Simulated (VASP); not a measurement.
Write the native input for VASP 6.6.1 that does the following.

| Property | Result |
| --- | --- |
| Task | single point |
| Functional | PBE |
| Potentials or basis | VASP PAW PBE potentials, release 64 (Ti_sv, Al) |
| Cutoff | 520 eV |
| k mesh | 18 × 18 × 10 |
| Occupations | gaussian, width 0.15 eV |
| Spin | no spin polarisation |
| Dipole correction | no |
| Further INCAR settings | ALGO = Normal; EDIFF = 1e-06; NBANDS = 14 |

The structure of TiAl lies in POSCAR:

```
TiAl
1.0
    2.7729000000      0.0000000000      0.0000000000
   -1.3864500000      2.4014018422      0.0000000000
    0.0000000000      0.0000000000      4.3695000000
Ti Al
1 1
Direct
    0.0000000000      0.0000000000      0.0000000000
    0.3333333333      0.6666666667      0.5000000000
```

One way to write it, as run:

INCAR

```
ALGO = Normal ; EDIFF = 1E-6
ENCUT = 520 ; GGA = PE
ISIF = 2 ; ISMEAR = 0
LASPH = T ; LCHARG = F
LREAL = F ; LWAVE = F
NBANDS = 14 ; NELM = 100
PREC = Accurate ; SIGMA = 0.15
```

KPOINTS

```
k-points
0
Gamma
  18 18 10
```

Potentials or basis: VASP PAW PBE potentials, release 64 (Ti_sv, Al).

Launch:

```sh
$ cat potpaw_PBE.64/Ti_sv/POTCAR potpaw_PBE.64/Al/POTCAR > POTCAR
$ mpirun -np 1 vasp_std > vasp.out
```

It gave:

```
Pressure : 19.6 GPa
```

Wall time 49 s on 1 thread of Intel Xeon 6975P-C, with other jobs on the host, peak memory 0.22 GiB.
